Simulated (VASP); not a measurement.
# Na2LiSCl in VASP: a series of runs

Na2LiSCl is run at these levels: PBE+D3(BJ); tasks: single point.

Program: VASP 6.6.1. These are calculated values, not measurements. Logs are shortened: lines on timing, memory, paths and dates and some standing lists are left out, and cuts for length are marked.

### Step 1. The cell of the first run

The cell holds a disordered packing, 20 atoms: a = 7.410 Å, b = 7.255 Å, c = 7.725 Å, α = 88.32°, β = 87.47°, γ = 89.77°.

### Step 2. Single point, PBE+D3(BJ)

Input file INCAR:

```
SYSTEM = Na2LiSCl
PREC = Accurate
ENCUT = 650
EDIFF = 1E-6
ISMEAR = -1
SIGMA = 0.1551
LREAL = Auto
LASPH = .True.
NELM = 120
ALGO = Normal
ISIF = 2
LWAVE = .False.
LCHARG = .False.
GGA = PE
IVDW = 12
NBANDS = 76
ISYM = -1
GGA_COMPAT = .False.
```

Input file KPOINTS:

```
explicit points
1
Reciprocal
  0.25000000   0.25000000   0.25000000 1
```

Input file POSCAR:

```
Na2LiSCl
1.0
    7.4085490000      0.0137370000      0.1666930000
    0.0137370000      7.2540610000      0.1094660000
    0.1666930000      0.1094660000      7.7222800000
Na S Li Cl
8 4 4 4
Direct
    0.0986025278      0.8864412003      0.6593276178
    0.0853622036      0.5964779561      0.4321424064
    0.7088392099      0.6916423526      0.7981552267
    0.3176191361      0.2409943888      0.3814048988
    0.9051813147      0.1613379104      1.0081621743
    0.4489276320      0.2145971927      0.6322324249
    0.3204140760      0.8197928489      0.9893404244
    0.7542681312     -0.0480360590      0.3934566084
    0.1107208292      0.2728424697      0.6768687019
    0.7957089276      0.4492176833      0.3425069835
    0.4219796772      0.6958842410      0.6753104365
    0.7228478663      1.0353157766      0.7361138736
    0.5542521704      0.2409263690      1.0226706099
    0.2490323798      0.4428694096      0.8493260932
    0.8240103607      0.2899559574      0.5630274896
    0.5752584991      0.6928900939      0.3923379530
    0.5786189198      0.9606232148      0.1650477185
    1.0685808239      0.6269991431     -0.0398125983
    0.1078129616      0.9594497157      0.2664864796
    0.3558403203      0.4768577036      0.1383438834
```

Potentials or basis: VASP PAW PBE potentials, release 64 (Na_pv, S, Li_sv, Cl).

The run is started by

```
$ cat potpaw_PBE.64/Na_pv/POTCAR potpaw_PBE.64/S/POTCAR potpaw_PBE.64/Li_sv/POTCAR potpaw_PBE.64/Cl/POTCAR > POTCAR
$ mpirun -np 1 vasp_std > vasp.out
```

OUTCAR:

```text
SYSTEM = Na2LiSCl
   PREC = Accurate
   ENCUT = 650
   EDIFF = 1E-6
   ISMEAR = -1
   LREAL = Auto
   LASPH = .True.
   NELM = 120
   ISIF = 2
   GGA = PE
   IVDW = 12
   ISYM = -1
 IVDW          = 12

 ion  position               nearest neighbor table
   1  0.099  0.886  0.659-  11 2.77   2 2.78
   2  0.085  0.596  0.432-  10 2.53   1 2.78
   3  0.709  0.692  0.798-  11 2.37  12 2.53
   4  0.318  0.241  0.381-   6 2.21  20 2.51   9 2.71
   5  0.905  0.161  0.008-  13 2.66  12 2.73
   6  0.449  0.215  0.632-   4 2.21   9 2.55  12 2.55
   7  0.320  0.820  0.989-  18 2.36  17 2.62  11 2.69  20 2.73
   8  0.754  0.952  0.393-  17 2.24  16 2.31  12 2.73
   9  0.111  0.273  0.677-  14 2.14  15 2.34   6 2.55   4 2.71
  10  0.796  0.449  0.343-  15 2.05  16 2.43   2 2.53
  11  0.422  0.696  0.675-   3 2.37  16 2.42  14 2.56   7 2.69   1 2.77
  12  0.723  0.035  0.736-  15 2.35   3 2.53   6 2.55   5 2.73   8 2.73
  13  0.554  0.241  0.023-  17 2.29  20 2.42   5 2.66
  14  0.249  0.443  0.849-  18 2.06   9 2.14  20 2.42  11 2.56
  15  0.824  0.290  0.563-  10 2.05   9 2.34  12 2.35
  16  0.575  0.693  0.392-   8 2.31  11 2.42  10 2.43  17 2.58
  17  0.579  0.961  0.165-   8 2.24  13 2.29  16 2.58   7 2.62
  18  0.069  0.627  0.960-  14 2.06   7 2.36
  19  0.108  0.959  0.266-
  20  0.356  0.477  0.138-  13 2.42  14 2.42   4 2.51   7 2.73

IMPORTANT INFORMATION: All symmetrisations will be switched off!
NOSYMM: (Re-)initialisation of all symmetry stuff for point group C_1.

----------------------------------------------------------------------------------------

                                     Primitive cell

  volume of cell :     414.7200

  direct lattice vectors                    reciprocal lattice vectors
     7.408549000  0.013737000  0.166693000     0.135045112 -0.000211790 -0.002912079
     0.013737000  7.254061000  0.109466000    -0.000211790  0.137883644 -0.001949977
     0.166693000  0.109466000  7.722280000    -0.002912079 -0.001949977  0.129585936

  length of vectors
     7.410436799  7.254899896  7.724854546     0.135076672  0.137897595  0.129633319

  position of ions in fractional coordinates (direct lattice)
     0.098602528  0.886441200  0.659327618
     0.085362204  0.596477956  0.432142406
     0.708839210  0.691642353  0.798155227
     0.317619136  0.240994389  0.381404899
     0.905181315  0.161337910  0.008162174
     0.448927632  0.214597193  0.632232425
[... 12 lines left out ...]
     0.107812962  0.959449716  0.266486480
     0.355840320  0.476857704  0.138343883

  ion indices of the primitive-cell ions
   primitive index   ion index
                 1           1
[... 54 lines left out ...]
   NFREE  =      0    steps in history (QN), initial steepest desc. (CG)
   ISIF   =      2    stress and relaxation
   ISYM   =     -1    0-nonsym 1-usesym 2-fastsym
   POTIM  = 0.5000    time-step for ionic-motion
   TEBEG  =    0.0;   TEEND  =   0.0 temperature during run
   PSTRESS=    0.0 pullay stress
   NELECT =     120.0000    total number of electrons
   NUPDOWN=      -1.0000    fix difference up-down
   EMIN   =  10.00;   EMAX   =-10.00  energy-range for DOS
   EFERMI =   0.00;   METHOD = LEGACY
   ISMEAR =    -1;   SIGMA  =   0.16  broadening in eV -4-tet -1-fermi 0-gaus
   EFERMI_NEDOS =   21; number of points for ismear=-14 and -15
   IALGO  =     38    algorithm
   IMIX   =      4    mixing-type and parameters
     AMIX     =   0.40;   BMIX     =  1.00
     AMIX_MAG =   1.60;   BMIX_MAG =  1.00
  volume/ion in A,a.u.               =      20.74       139.93
  Fermi-wavevector in a.u.,A,eV,Ry     =   1.082805  2.046205 15.952378  1.172467
  Thomas-Fermi vector in A             =   2.218856
   LORBIT       =      0    0 simple, 1 ext, 2 COOP (PROOUT), +10 PAW based schemes
   GGA     = PE    functional components
   LHFCALC =     F    Hartree Fock is set to
   AEXX    =    0.0000 exact exchange contribution
   IVDW    =    12    specifies the selected vdW correction
   LEPSILON=     F    determine dielectric tensor
   LRPA    =     F    only Hartree local field effects (RPA)
 non-spin polarized calculation
  energy-cutoff  :      650.00
  volume of cell :      414.72
 maximum number of plane-waves:     15610
 NGX is ok and might be reduce to    64
   NGX = 31   NGY = 31   NGZ = 33

 number of electron     119.9999986 magnetization

 Free energy of the ion-electron system (eV)
  ---------------------------------------------------
  ext. energy  EPLUGINS =         0.00000000
  ---------------------------------------------------
  free energy    TOTEN  =       -61.73658774 eV

  energy without entropy =      -61.73334037  energy(sigma->0) =      -61.73496405

 E-fermi :   2.7466     XC(G=0):  -8.0771

 val. band max:        1.5102719267   @ k =   0.2500   0.2500   0.2500
 cond. band min:       3.9034632280   @ k =   0.2500   0.2500   0.2500
 fundamental gap:      2.3931913013
 Fermi energy:         2.7466306209

 k-point     1 :       0.2500    0.2500    0.2500
  band No.  band energies     occupation
      1     -45.4404      2.00000
      2     -44.0820      2.00000
      3     -42.6342      2.00000
      4     -42.3721      2.00000
      5     -23.0190      2.00000
      6     -22.6743      2.00000
[... 64 lines left out ...]
     71       7.3281      0.00000
     72       7.4908      0.00000
 [bands above 72 left out]

------------------------ aborting loop because EDIFF is reached ----------------------------------------

 Edisp (eV)   -4.62188

 E8    (eV) :    -1.9493

  FORCE on cell =-STRESS in cart. coord.  units (eV):
  Direction    XX          YY          ZZ          XY          YZ          ZX
  --------------------------------------------------------------------------------------
  -------------------------------------------------------------------------------------
  Total      16.40459     2.34925     6.13334     3.82668    -0.80191     7.92007
  in kB      63.37543     9.07578    23.69480    14.78353    -3.09801    30.59741
  external pressure =       32.05 kB  Pullay stress =        0.00 kB

 VOLUME and BASIS-vectors are now :
 -----------------------------------------------------------------------------
  energy-cutoff  :      650.00
  volume of cell :      414.72
      direct lattice vectors                 reciprocal lattice vectors
     7.408549000  0.013737000  0.166693000     0.135045112 -0.000211790 -0.002912079
     0.013737000  7.254061000  0.109466000    -0.000211790  0.137883644 -0.001949977
     0.166693000  0.109466000  7.722280000    -0.002912079 -0.001949977  0.129585936

 POSITION                                       TOTAL-FORCE (eV/Angst)
 -----------------------------------------------------------------------------------
      0.85258      6.50383      5.20498         0.035721      0.507480      0.338231
      0.71264      4.37536      3.41665         0.671591     -0.231157     -0.202463
      5.39402      5.11432      6.35745         1.274070     -0.524887      0.903534
      2.41998      1.79430      3.02464        -0.824187     -0.257253     -1.114990
      6.70966      1.18368      0.23158         0.762134      0.140478     -0.002538
      3.43424      1.63208      4.98060         0.788695      0.026446      0.990711
[... 12 lines left out ...]
      0.85634      6.99056      2.18088        -0.153093      0.059342      0.253666
      2.66587      3.47919      1.17985         1.372268     -0.906569      0.331565
 -----------------------------------------------------------------------------------
    total drift:                               -0.002596     -0.011282     -0.018157

  FREE ENERGIE OF THE ION-ELECTRON SYSTEM (eV)
  ---------------------------------------------------
  free  energy   TOTEN  =       -66.3584650051 eV

  energy  without entropy=      -66.3552176350  energy(sigma->0) =      -66.35684132
```

Wall time 3 min (1 thread of Intel Xeon 8259CL, shared host); peak memory 0.53 GiB.

Results:

```
Free energy                : -66.3585 eV
Pressure                   : 3.2 GPa
Largest force              : 3.584 eV/Å
Dispersion energy per atom : -0.231 eV
```

Forces on the atoms (eV/Å):
```
Na   0.036  0.507  0.338
Na   0.672 -0.231 -0.202
Na   1.274 -0.525  0.904
Na  -0.824 -0.257 -1.115
Na   0.762  0.140 -0.003
Na   0.789  0.026  0.991
Na   0.647  0.612  0.151
Na   1.880  0.599  1.660
S    0.186 -0.807 -0.262
S   -1.274  0.582 -1.250
S   -1.186 -0.420 -1.580
S   -0.066  0.937  0.145
Li  -0.162  0.204  0.089
Li   0.557  0.611 -0.148
Li   0.727 -0.714  1.329
Li  -0.706 -1.364  0.020
Cl  -1.106  0.102 -1.012
Cl  -3.424  0.844 -0.640
Cl  -0.153  0.059  0.254
Cl   1.372 -0.907  0.332
```

Caveat: the atoms stand as in a frame of molecular dynamics.

### Step 3. Single point, PBE+D3(BJ)

Input file INCAR:

```
SYSTEM = Na2LiSCl
ALGO = Normal ; EDIFF = 1E-6
ENCUT = 650 ; GGA = PE
GGA_COMPAT = .False. ; ISIF = 2
ISMEAR = -1 ; ISYM = -1
IVDW = 12 ; LASPH = .True.
LCHARG = .True. ; LELF = .True.
LREAL = Auto ; LVHAR = .True.
LWAVE = .False. ; NBANDS = 76
NELM = 120 ; PREC = Accurate
SIGMA = 0.1551
```

KPOINTS is that of step 2.

Input file POSCAR:

```
Na2LiSCl
1.0
    7.4085490000      0.0137370000      0.1666930000
    0.0137370000      7.2540610000      0.1094660000
    0.1666930000      0.1094660000      7.7222800000
Na S Li Cl
8 4 4 4
Direct
    0.1207286421      0.9262205370      0.6601983771
    0.1149931500      0.6107738952      0.3765209849
    0.5951949301      0.6850215822      0.8493821254
    0.1610940102      0.2349275151      0.4138502076
    0.9262899421      0.2358303197      0.9993699463
    0.4294076725      0.2652420318      0.8019508180
    0.2465403058      0.7802209433      1.0708618168
    0.6955468397     -0.0116989647      0.3945268560
    0.1152094920      0.2655400700      0.6934070993
    0.8117347290      0.4032613584      0.3018536099
    0.3861441780      0.7795154921      0.5316044000
    0.7058073243      1.1142657463      0.7512984048
    0.6037575673      0.2527212270      1.1601317821
    0.2234189642      0.5769836614      0.7451100619
    0.7715540495      0.3356360068      0.6320144581
    0.5738024247      0.6019477260      0.3407921420
    0.5460419624      0.9645191824      0.0971172465
    0.9777613361      0.6461429888     -0.0659945843
    0.0511678367      0.9626792270      0.2918373894
    0.4001767347      0.4799899897      0.1286162578
```

Potentials or basis: VASP PAW PBE potentials, release 64 (Na_pv, S, Li_sv, Cl).

The run is started by

```
$ cat potpaw_PBE.64/Na_pv/POTCAR potpaw_PBE.64/S/POTCAR potpaw_PBE.64/Li_sv/POTCAR potpaw_PBE.64/Cl/POTCAR > POTCAR
$ mpirun -np 1 vasp_std > vasp.out
```

Wall time 3.2 min (1 thread of Intel Xeon 8259CL, shared host); peak memory 0.53 GiB.

The run converged. Its results:

```yaml
Free_energy: -66.7901 eV
Pressure: 4.4 GPa
Largest_force: 3.747 eV/Å
Dispersion_energy_per_atom: -0.230 eV
```

Forces in eV/Å, atoms in the order of the input:
```
Na  -1.257  0.233  0.484
Na  -0.522 -0.155  0.105
Na   0.730  0.825 -0.191
Na   0.677  0.235 -2.754
Na   0.390 -0.027 -0.180
Na  -0.928 -0.135  0.337
Na  -0.035  1.003  0.079
Na   0.102  0.173  0.886
S    0.109  1.929  2.757
S    0.242  0.003  0.740
S    1.138 -1.460  0.672
S   -0.009 -3.215  0.784
Li  -0.176  0.182 -0.173
Li  -0.543 -0.667 -0.443
Li   1.805  2.403 -2.239
Li  -0.048  0.045  0.180
Cl  -0.413 -0.475  0.720
Cl  -0.060  0.358 -0.692
Cl  -0.754 -0.767 -0.639
Cl  -0.447 -0.489 -0.435
```

Stress tensor (GPa, compression positive):
```
 4.09 -0.55 -0.75
-0.55  4.78 -0.39
-0.75 -0.39  4.21
```

Levels at points of the mesh, in eV from the Fermi level:
```
           k point  band 57  band 58  band 59  band 60  band 61  band 62  band 63  band 64
(0.25, 0.25, 0.25)    -2.09    -1.94    -1.39    -0.86     0.86     1.79     1.95     2.50
```

Caveat: the atoms stand as in a frame of molecular dynamics.

### Step 4. Single point, PBE+D3(BJ)

Input file INCAR:

```
SYSTEM = Na2LiSCl
ALGO     = Normal         ! electronic algorithm
EDIFF    = 1E-6           ! SCF threshold, eV
ENCUT    = 650            ! plane-wave cutoff, eV
GGA      = PE             ! functional
GGA_COMPAT= .FALSE.      
ISIF     = 2              ! what is computed and relaxed
ISMEAR   = -1             ! smearing method
ISYM     = -1           
IVDW     = 12             ! dispersion correction
LASPH    = .TRUE.         ! aspherical terms in the spheres
LCHARG   = .FALSE.        ! write CHGCAR
LREAL    = Auto         
LWAVE    = .FALSE.        ! write WAVECAR
NBANDS   = 76             ! bands
NELM     = 120            ! most SCF steps
PREC     = Accurate       ! precision mode
SIGMA    = 0.1551         ! smearing width, eV
```

KPOINTS is that of step 3.

Input file POSCAR:

```
Na2LiSCl
1.0
    7.4085490000      0.0137370000      0.1666930000
    0.0137370000      7.2540610000      0.1094660000
    0.1666930000      0.1094660000      7.7222800000
Na S Li Cl
8 4 4 4
Direct
    0.0763508359      0.9009780402      0.6548106761
    0.1081172746      0.6522803413      0.3762575415
    0.6562247523      0.7868684766      0.9447820569
    0.2187513319      0.2250529295      0.3520392993
    0.9602900586      0.2437719805      0.9738702334
    0.4464946185      0.3594801715      0.7746369746
    0.3039504997      0.8311897783      0.9871126868
    0.6855771053     -0.0179204620      0.4208370814
    0.1290562112      0.2269480252      0.6780857649
    0.7613704058      0.4556669201      0.3548172104
    0.3821272190      0.7544667260      0.6253271848
    0.6460820321      1.0859666061      0.7359798178
    0.5699022563      0.2856773016      1.1859817737
    0.1712951688      0.5132913873      0.6942419000
    0.8399547711      0.3202737487      0.5725634571
    0.5335837211      0.5783369055      0.4064912307
    0.4110622591      1.0199529965      0.1696233009
    0.9820071888      0.6502446093     -0.1064339030
   -0.0230225703      0.9482211442      0.2166265307
    0.3203075364      0.4263364768      0.1161376727
```

Potentials or basis: VASP PAW PBE potentials, release 64 (Na_pv, S, Li_sv, Cl).

The run is started by

```
$ cat potpaw_PBE.64/Na_pv/POTCAR potpaw_PBE.64/S/POTCAR potpaw_PBE.64/Li_sv/POTCAR potpaw_PBE.64/Cl/POTCAR > POTCAR
$ mpirun -np 1 vasp_std > vasp.out
```

OUTCAR:

```text
SYSTEM = Na2LiSCl
   EDIFF = 1E-6
   ENCUT = 650
   GGA = PE
   ISIF = 2
   ISMEAR = -1
   ISYM = -1
   IVDW = 12
   LASPH = .TRUE.
   LREAL = Auto
   NELM = 120
   PREC = Accurate
 IVDW          = 12

 ion  position               nearest neighbor table
   1  0.076  0.901  0.655-   9 2.41  11 2.50  18 2.63
   2  0.108  0.652  0.376-  19 2.65  14 2.69
   3  0.656  0.787  0.945-  18 2.62   7 2.64  12 2.67
   4  0.219  0.225  0.352-  20 2.40  17 2.48   9 2.58
[... 248 lines left out ...]
  -------------------------------------------------------------------------------------
  Total      11.00903    12.00041     6.11718    -4.70954     1.28885    -1.45802
  in kB      42.53089    46.36088    23.63233   -18.19426     4.97919    -5.63273
  external pressure =       37.51 kB  Pullay stress =        0.00 kB

 VOLUME and BASIS-vectors are now :
 -----------------------------------------------------------------------------
  energy-cutoff  :      650.00
  volume of cell :      414.72
      direct lattice vectors                 reciprocal lattice vectors
     7.408549000  0.013737000  0.166693000     0.135045112 -0.000211790 -0.002912079
     0.013737000  7.254061000  0.109466000    -0.000211790  0.137883644 -0.001949977
     0.166693000  0.109466000  7.722280000    -0.002912079 -0.001949977  0.129585936

 POSITION                                       TOTAL-FORCE (eV/Angst)
 -----------------------------------------------------------------------------------
      0.68718      6.60848      5.16798        -0.972761      0.073688      0.146495
      0.87267      4.77435      2.99499        -0.214258     -0.190483     -0.611136
      5.02997      5.82043      7.49139         0.648351      0.199809     -0.231048
      1.68240      1.67409      2.77965        -0.828647     -0.687672      0.910172
      7.28004      1.88813      7.70726        -0.402103      0.069995      0.157117
      3.44194      2.69862      6.09574         0.216113      0.011083     -0.024216
[... 12 lines left out ...]
      7.28712      6.91559      1.93950        -0.154486      0.275833      0.160211
      2.39823      3.10978      0.99691        -0.002283      1.872710     -0.509642
 -----------------------------------------------------------------------------------
    total drift:                                0.001088      0.017125      0.007400

  FREE ENERGIE OF THE ION-ELECTRON SYSTEM (eV)
  ---------------------------------------------------
  free  energy   TOTEN  =       -67.6774330953 eV

  energy  without entropy=      -67.6742696664  energy(sigma->0) =      -67.67585138
```

It took 3.2 min on 1 thread of Intel Xeon 8259CL, shared host; peak memory 0.53 GiB.

Results:

```
Free energy                : -67.6774 eV
Pressure                   : 3.8 GPa
Largest force              : 3.279 eV/Å
Dispersion energy per atom : -0.231 eV
```

Forces on the atoms (eV/Å):
```
Na  -0.973  0.074  0.146
Na  -0.214 -0.190 -0.611
Na   0.648  0.200 -0.231
Na  -0.829 -0.688  0.910
Na  -0.402  0.070  0.157
Na   0.216  0.011 -0.024
Na  -1.840 -1.588 -2.201
Na  -0.366 -0.227  0.149
S    0.148  0.721 -0.479
S    1.870 -0.489 -2.359
S    0.298 -1.507 -0.540
S    1.142  0.248  0.638
Li   0.579  0.009 -0.198
Li  -0.182  0.877  0.418
Li   0.323 -1.228  1.801
Li  -2.206  1.364  0.957
Cl   2.185  0.518  1.858
Cl  -0.239 -0.324 -0.041
Cl  -0.154  0.276  0.160
Cl  -0.002  1.873 -0.510
```

Caveat: the atoms stand as in a frame of molecular dynamics.

(Continued in part 2 of 2.)
